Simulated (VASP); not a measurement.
Crystal: Zr2C.

```
CELL_PARAMETERS angstrom
3.15642 0.00000 0.00000
0.00000 3.15642 0.00000
0.00000 0.00000 5.35925
ATOMIC_POSITIONS crystal
Zr 0.50000 0.50000 0.21812
Zr 0.50000 0.50000 0.78188
C 0.00000 0.00000 0.50000
```

* Program: VASP 6.6.1
* Task: relaxation of cell and atoms
* Functional: PBE
* Potentials or basis: VASP PAW PBE potentials, release 64 (Zr_sv, C)
* Cutoff: 600 eV
* k mesh: 6 × 6 × 4
* Occupations: gaussian, width 0.2 eV
* Spin: no spin polarisation

At the start: pressure -9.7 GPa; volume 17.80 Å³/atom.

Problem. Where does the relaxation end?

Solution. Over 8 steps the energy falls by 622.4 meV/atom and the volume is 16.73 Å³/atom (-6.0 %); space group P4/mmm (No. 123, to 0.05 Å).

Step by step:
```tsv
step	energy change (eV)	largest force (eV/Å)	pressure (GPa)	volume (Å³)
1	0.0000	5.3365	-9.72	53.39
2	-1.6306	1.0609	16.64	45.30
3	-1.7325	0.6084	8.20	46.68
4	-1.8519	0.2943	-3.46	51.47
5	-1.8601	0.3363	-1.34	50.42
6	-1.8657	0.2204	0.75	50.06
7	-1.8670	0.0492	0.09	50.16
8	-1.8673	0.0264	0.01	50.19
```

Final structure:
```cif
data_structure
_symmetry_space_group_name_H-M 'P 1'
_symmetry_Int_Tables_number 1
_cell_length_a 2.9640
_cell_length_b 2.9640
_cell_length_c 5.7129
_cell_angle_alpha 90.000
_cell_angle_beta 90.000
_cell_angle_gamma 90.000
_cell_volume 50.19
loop_
_atom_site_label
_atom_site_type_symbol
_atom_site_fract_x
_atom_site_fract_y
_atom_site_fract_z
_atom_site_occupancy
Zr1 Zr 0.50000 0.50000 0.26738 1
Zr2 Zr 0.50000 0.50000 0.73262 1
C1 C 0.00000 0.00000 0.50000 1
```

Caveat: the relaxation stopped at a loose force limit of 0.08 eV/Å, so its end isn't a converged minimum.
